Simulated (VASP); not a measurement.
# Mg2O (I4_1/amd) in VASP: a series of runs

Runs on Mg2O. Level: PBE. Tasks: relaxation of cell and atoms, single point.

Program: VASP 6.6.1. These are calculated values, not measurements. Logs are shortened: lines on timing, memory, paths and dates and some standing lists are left out, and cuts for length are marked.

## 1. The cell of the first run

It takes space group I4_1/amd (No. 141, tetragonal). Conventional cell: a = 4.209 Å, b = 4.209 Å, c = 10.580 Å, α = 90.00°, β = 90.00°, γ = 90.00°. Within 2.9 Å of Mg (site symmetry 2mm) lie 3 O at 2.15 to 2.19 Å and 2 Mg at 2.72 Å. Within 2.9 Å of O (site symmetry -4m2) lie 6 Mg at 2.15 to 2.19 Å.

## 2. Relaxation of cell and atoms, PBE

INCAR reads:

```
SYSTEM = Mg2O
PREC     = Accurate       ! precision mode
ENCUT    = 600            ! plane-wave cutoff, eV
EDIFF    = 1E-6           ! SCF threshold, eV
ISMEAR   = 0              ! smearing method
SIGMA    = 0.1            ! smearing width, eV
LREAL    = .False.        ! projectors in reciprocal space
LASPH    = .True.         ! aspherical terms in the spheres
NELM     = 100            ! most SCF steps
ALGO     = Normal         ! electronic algorithm
ISIF     = 3              ! what is computed and relaxed
LWAVE    = .False.        ! write WAVECAR
LCHARG   = .False.        ! write CHGCAR
GGA      = PE             ! functional
IBRION   = 2              ! ionic algorithm
NSW      = 90             ! ionic steps
EDIFFG   = -0.04          ! ionic threshold
```

KPOINTS reads:

```
Automatic mesh
0
Gamma
  6 6 6
  0 0 0
```

POSCAR reads:

```
Mg2O
1.0
   -2.1045572273      2.1045572273      5.2900283913
    2.1045572273     -2.1045572273      5.2900283913
    2.1045572273      2.1045572273     -5.2900283913
Mg O
4 2
Direct
    0.2066000000      0.2066000000      0.0000000000
    0.9566000000      0.4566000000      0.5000000000
    0.5434000000      0.0434000000      0.5000000000
    0.7934000000      0.7934000000      0.0000000000
    0.0000000000      0.0000000000      0.0000000000
    0.7500000000      0.2500000000      0.5000000000
```

Potentials or basis: VASP PAW PBE potentials, release 64 (Mg, O).

Started as:

```bash
$ cat potpaw_PBE.64/Mg/POTCAR potpaw_PBE.64/O/POTCAR > POTCAR
$ mpirun -np 1 vasp_std > vasp.out
```

OUTCAR:

```text
SYSTEM = Mg2O
   PREC = Accurate
   ENCUT = 600
   EDIFF = 1E-6
   ISMEAR = 0
   LREAL = .False.
   LASPH = .True.
   NELM = 100
   ISIF = 3
   GGA = PE
   IBRION = 2
   NSW = 90
   EDIFFG = -0.04

 ion  position               nearest neighbor table
   1  0.207  0.207  0.000-   6 2.15   6 2.15   5 2.19   3 2.72   3 2.72   4 3.11   4 3.11   4 3.11
                             4 3.11   2 3.38   2 3.38   2 3.38   2 3.38
   2  0.957  0.457  0.500-   5 2.15   5 2.15   6 2.19   4 2.72   4 2.72   3 3.11   3 3.11   3 3.11
                             3 3.11   1 3.38   1 3.38   1 3.38   1 3.38
   3  0.543  0.043  0.500-   5 2.15   5 2.15   6 2.19   1 2.72   1 2.72   2 3.11   2 3.11   2 3.11
                             2 3.11   4 3.38   4 3.38   4 3.38   4 3.38
   4  0.793  0.793  0.000-   6 2.15   6 2.15   5 2.19   2 2.72   2 2.72   1 3.11   1 3.11   1 3.11
                             1 3.11   3 3.38   3 3.38   3 3.38   3 3.38
   5  0.000  0.000  0.000-   3 2.15   2 2.15   3 2.15   2 2.15   1 2.19   4 2.19
   6  0.750  0.250  0.500-   4 2.15   1 2.15   4 2.15   1 2.15   2 2.19   3 2.19

  LATTYP: Found a body centered tetragonal cell.
 ALAT       =     4.2091144546
 C/A-ratio  =     2.5136063409

  Lattice vectors:

 A1 = (  -2.1045572273,   2.1045572273,   5.2900283913)
 A2 = (   2.1045572273,  -2.1045572273,   5.2900283913)
 A3 = (   2.1045572273,   2.1045572273,  -5.2900283913)

Analysis of symmetry for initial positions (statically):
=====================================================================
 Subroutine PRICEL returns:
 Original cell was already a primitive cell.

 Routine SETGRP: Setting up the symmetry group for a
 body centered tetragonal supercell.

 Subroutine GETGRP returns: Found 16 space group operations
 (whereof  8 operations were pure point group operations)
 out of a pool of 16 trial point group operations.

The static configuration has the point symmetry D_2d.
 The point group associated with its full space group is D_4h.

Analysis of symmetry for dynamics (positions and initial velocities):
=====================================================================
 Subroutine PRICEL returns:
 Original cell was already a primitive cell.

 Routine SETGRP: Setting up the symmetry group for a
 body centered tetragonal supercell.

 Subroutine GETGRP returns: Found 16 space group operations
 (whereof  8 operations were pure point group operations)
 out of a pool of 16 trial point group operations.

The dynamic configuration has the point symmetry D_2d.
 The point group associated with its full space group is D_4h.

 Subroutine INISYM returns: Found 16 space group operations
 (whereof  8 operations are pure point group operations),
 and found     1 'primitive' translations

----------------------------------------------------------------------------------------

                                     Primitive cell

  volume of cell :      93.7216

  direct lattice vectors                    reciprocal lattice vectors
    -2.104557227  2.104557227  5.290028391     0.000000000  0.237579665  0.094517451
     2.104557227 -2.104557227  5.290028391     0.237579665  0.000000000  0.094517451
     2.104557227  2.104557227 -5.290028391     0.237579665  0.237579665  0.000000000

  length of vectors
     6.069820642  6.069820642  6.069820642     0.255690527  0.255690527  0.335988384

  position of ions in fractional coordinates (direct lattice)
     0.206600000  0.206600000  0.000000000
     0.956600000  0.456600000  0.500000000
     0.543400000  0.043400000  0.500000000
     0.793400000  0.793400000  0.000000000
     0.000000000  0.000000000  0.000000000
     0.750000000  0.250000000  0.500000000

  ion indices of the primitive-cell ions
   primitive index   ion index
                 1           1
                 2           2
                 3           3
                 4           4
                 5           5
                 6           6

----------------------------------------------------------------------------------------

 KPOINTS: Automatic mesh

Automatic generation of k-mesh.
 Grid dimensions read from file:
 generate k-points for:    6    6    6

 Generating k-lattice:

  Cartesian coordinates                     Fractional coordinates (reciprocal lattice)
     0.000000000  0.039596611  0.015752909     0.166666667 -0.000000000  0.000000000
     0.039596611  0.000000000  0.015752909    -0.000000000  0.166666667  0.000000000
     0.039596611  0.039596611  0.000000000     0.000000000  0.000000000  0.166666667

  Length of vectors
     0.042615088  0.042615088  0.055998064

  Shift w.r.t. Gamma in fractional coordinates (k-lattice)
     0.000000000  0.000000000  0.000000000

 Subroutine IBZKPT returns following result:
 ===========================================

 Found     30 irreducible k-points:

 Following reciprocal coordinates:
            Coordinates               Weight
  0.000000  0.000000  0.000000      1.000000
  0.166667  0.000000 -0.000000      8.000000
  0.333333 -0.000000  0.000000      8.000000
  0.500000  0.000000 -0.000000      4.000000
  0.166667  0.166667  0.000000      8.000000
  0.333333  0.166667  0.000000     16.000000
[... 16 lines left out ...]
 -0.333333 -0.333333  0.166667      8.000000
 -0.166667 -0.333333  0.166667      8.000000
 [... further k-points ...]
   k-points           NKPTS =     30   k-points in BZ     NKDIM =     30   number of bands    NBANDS=     14
   number of dos      NEDOS =    301   number of ions     NIONS =      6
   total plane-waves  NPLWV = 110592
   dimension x,y,z NGX =    48 NGY =   48 NGZ =   48
   dimension x,y,z NGXF=    96 NGYF=   96 NGZF=   96
   ions per type =               4   2
   NGX,Y,Z   is equivalent  to a cutoff of  13.15, 13.15, 13.15 a.u.
   NGXF,Y,Z  is equivalent  to a cutoff of  26.29, 26.29, 26.29 a.u.
 SYSTEM =  Mg2O
   PREC   = accura    normal or accurate (medium, high low for compatibility)
   ISTART =      0    job   : 0-new  1-cont  2-samecut
   ICHARG =      2    charge: 1-file 2-atom 10-const
   ISPIN  =      1    spin polarized calculation?
   LNONCOLLINEAR =      F non collinear calculations
   LSORBIT =      F    spin-orbit coupling
   LASPH  =      T    aspherical Exc in radial PAW
   ENCUT  =  600.0 eV  44.10 Ry    6.64 a.u.  12.12 12.12 12.12*2*pi/ulx,y,z
   NELM   =    100;   NELMIN=  2; NELMDL= -5     # of ELM steps
   EDIFF  = 0.1E-05   stopping-criterion for ELM
   LREAL  =      F    real-space projection
   EDIFFG = -.4E-01   stopping-criterion for IOM
   NSW    =     90    number of steps for IOM
   IBRION =      2    ionic relax: 0-MD 1-quasi-New 2-CG
   NFREE  =      1    steps in history (QN), initial steepest desc. (CG)
   ISIF   =      3    stress and relaxation
   ISYM   =      2    0-nonsym 1-usesym 2-fastsym
   POTIM  = 0.5000    time-step for ionic-motion
   TEBEG  =    0.0;   TEEND  =   0.0 temperature during run
   PSTRESS=    0.0 pullay stress
   NELECT =      20.0000    total number of electrons
   NUPDOWN=      -1.0000    fix difference up-down
   EMIN   =  10.00;   EMAX   =-10.00  energy-range for DOS
   EFERMI =   0.00;   METHOD = LEGACY
   ISMEAR =     0;   SIGMA  =   0.10  broadening in eV -4-tet -1-fermi 0-gaus
   EFERMI_NEDOS =   21; number of points for ismear=-14 and -15
   IALGO  =     38    algorithm
   IMIX   =      4    mixing-type and parameters
     AMIX     =   0.40;   BMIX     =  1.00
     AMIX_MAG =   1.60;   BMIX_MAG =  1.00
  volume/ion in A,a.u.               =      15.62       105.41
  Fermi-wavevector in a.u.,A,eV,Ry     =   0.978299  1.848717 13.021717  0.957069
  Thomas-Fermi vector in A             =   2.109064
   LORBIT       =      0    0 simple, 1 ext, 2 COOP (PROOUT), +10 PAW based schemes
   GGA     = PE    functional components
   LHFCALC =     F    Hartree Fock is set to
   AEXX    =    0.0000 exact exchange contribution
   IVDW    =     0    specifies the selected vdW correction
   LEPSILON=     F    determine dielectric tensor
   LRPA    =     F    only Hartree local field effects (RPA)
 conjugate gradient relaxation of ions
 non-spin polarized calculation
 Gauss-broadening in eV      SIGMA  =   0.10
  energy-cutoff  :      600.00
  volume of cell :       93.72
 maximum number of plane-waves:      3165
   NGX = 25   NGY = 25   NGZ = 25

--------------------------------------- Ionic step        1  -------------------------------------------

 number of electron      19.9999999 magnetization

 Free energy of the ion-electron system (eV)
  ---------------------------------------------------
  ext. energy  EPLUGINS =         0.00000000
  ---------------------------------------------------
  free energy    TOTEN  =       -24.05314012 eV

  energy without entropy =      -24.04718265  energy(sigma->0) =      -24.05016138

------------------------ aborting loop because EDIFF is reached ----------------------------------------

  FORCE on cell =-STRESS in cart. coord.  units (eV):
  Direction    XX          YY          ZZ          XY          YZ          ZX
  --------------------------------------------------------------------------------------
  -------------------------------------------------------------------------------------
  Total       -0.2283107     -0.2283107     -2.8626744      0.0000000      0.0000000     -0.0000000
  in kB       -3.9029889     -3.9029889    -48.9376454      0.0000000      0.0000000     -0.0000000
  external PRESSURE =     -18.9145410 kB  Pullay stress =       0.0000000 kB
[... 923 lines left out ...]
  band No.  band energies     occupation
      1     -15.0345      2.00000
      2     -14.5751      2.00000
      3      -1.8665      2.00000
      4      -1.7408      2.00000
      5      -1.2876      2.00000
      6      -0.6130      2.00000
      7      -0.1727      2.00000
      8      -0.1691      2.00000
      9       1.6062      2.00000
     10       4.1657      2.00000
     11       7.1406      0.00000
     12       7.9255      0.00000
     13       8.4104      0.00000
     14       9.5780      0.00000

 [... further k-points ...]

[... ionic steps 4 to 10 ...]

--------------------------------------- Ionic step       11  -------------------------------------------

 number of electron      19.9999997 magnetization

------------------------ aborting loop because EDIFF is reached ----------------------------------------

  FORCE on cell =-STRESS in cart. coord.  units (eV):
  Direction    XX          YY          ZZ          XY          YZ          ZX
  --------------------------------------------------------------------------------------
  -------------------------------------------------------------------------------------
  Total        0.0582545      0.0582545     -0.4189370      0.0000000      0.0000000      0.0000000
  in kB        1.1172247      1.1172247     -8.0345193      0.0000000      0.0000000      0.0000000
  external PRESSURE =      -1.9333566 kB  Pullay stress =       0.0000000 kB
[... 65 lines left out ...]
  energy  without entropy=      -25.1114725187  energy(sigma->0) =      -25.11352859

--------------------------------------- Ionic step       13  -------------------------------------------

 number of electron      19.9999997 magnetization

 Free energy of the ion-electron system (eV)
  ---------------------------------------------------
  ext. energy  EPLUGINS =         0.00000000
  ---------------------------------------------------
  free energy    TOTEN  =       -25.11660073 eV

  energy without entropy =      -25.11237087  energy(sigma->0) =      -25.11448580

 E-fermi :   4.9752     XC(G=0):  -9.6948

 val. band max:        4.9627925101   @ k =  -0.1667   0.1667   0.1667
 cond. band min:       5.0211143632   @ k =  -0.3333   0.3333   0.3333
 fundamental gap:      0.0583218531
 Fermi energy:         4.9752050331

 k-point     1 :       0.0000    0.0000    0.0000
  band No.  band energies     occupation
      1     -15.3039      2.00000
      2     -14.6402      2.00000
      3      -2.0114      2.00000
      4      -1.1198      2.00000
      5      -1.1198      2.00000
      6      -0.7351      2.00000
      7      -0.7351      2.00000
      8      -0.2396      2.00000
      9      -0.0761      2.00000
     10       5.8333      0.00000
     11       6.3731      0.00000
     12       8.1308      0.00000
[... 426 lines left out ...]
  FREE ENERGIE OF THE ION-ELECTRON SYSTEM (eV)
  ---------------------------------------------------
  free  energy   TOTEN  =       -25.1166007320 eV

  energy  without entropy=      -25.1123708740  energy(sigma->0) =      -25.11448580

 reached required accuracy - stopping structural energy minimisation
```

Wall time 7.1 min (1 thread of Intel Xeon Platinum 8488C (Sapphire Rapids), shared host); peak memory 0.36 GiB.

What came out:

- Free energy: -25.1166 eV
- Relaxed volume: 13.91 Å³/atom
- Relaxed cell: a = 5.379 Å, b = 5.379 Å, c = 5.379 Å, α = 132.32°, β = 132.32°, γ = 69.73°
- Space group after relaxing (to 0.1 Å): I4_1/amd (No. 141)
- Energy gained by relaxing: 177.2 meV/atom
- Ionic steps: 13
- Pressure after relaxing: 0.0 GPa
- Largest force after relaxing: 0.003 eV/Å
- Band gap on the k mesh: zero (bands 10 and 11 overlap by 0.95 eV)

Forces in eV/Å, atoms in the order of the input:
```
Mg   0.000  0.000  0.003
Mg   0.000  0.000  0.003
Mg   0.000  0.000 -0.003
Mg   0.000  0.000 -0.003
O    0.000  0.000  0.000
O    0.000  0.000  0.000
```

Stress tensor (GPa, compression positive):
```
 0.19  0.00  0.00
 0.00  0.19  0.00
 0.00  0.00 -0.37
```

Step by step:
```
step  energy change (eV)  largest force (eV/Å)  pressure (GPa)  volume (Å³)
   1              0.0000                1.0670           -1.89        93.72
   2             -0.2632                0.8976           -1.16        91.23
   3             -0.7907                0.4643            2.32        83.85
   4             -0.2538                0.6317           17.72        69.52
   5             -0.8412                0.4640            5.70        80.10
   6             -0.8476                0.2304            8.61        76.87
   7             -0.9888                0.1062            4.29        79.15
   8             -1.0064                0.3047            2.06        80.53
   9             -1.0068                0.2830            2.31        80.38
  10             -1.0355                0.2036            1.43        81.36
  11             -1.0623                0.0319           -0.19        83.54
  12             -1.0624                0.0208           -0.27        83.68
  13             -1.0635                0.0031            0.01        83.47
```

Final structure:
```cif
data_structure
_symmetry_space_group_name_H-M 'P 1'
_symmetry_Int_Tables_number 1
_cell_length_a 5.3792
_cell_length_b 5.3792
_cell_length_c 5.3792
_cell_angle_alpha 132.317
_cell_angle_beta 132.317
_cell_angle_gamma 69.730
_cell_volume 83.47
loop_
_atom_site_label
_atom_site_type_symbol
_atom_site_fract_x
_atom_site_fract_y
_atom_site_fract_z
_atom_site_occupancy
Mg1 Mg 0.24078 0.24078 0.00000 1
Mg2 Mg 0.99078 0.49078 0.50000 1
Mg3 Mg 0.50922 0.00922 0.50000 1
Mg4 Mg 0.75922 0.75922 0.00000 1
O1 O 0.00000 0.00000 0.00000 1
O2 O 0.75000 0.25000 0.50000 1
```

(Continued in part 2 of 2.)

The gap in the log of VASP goes by the Fermi energy; the results here count the filled bands.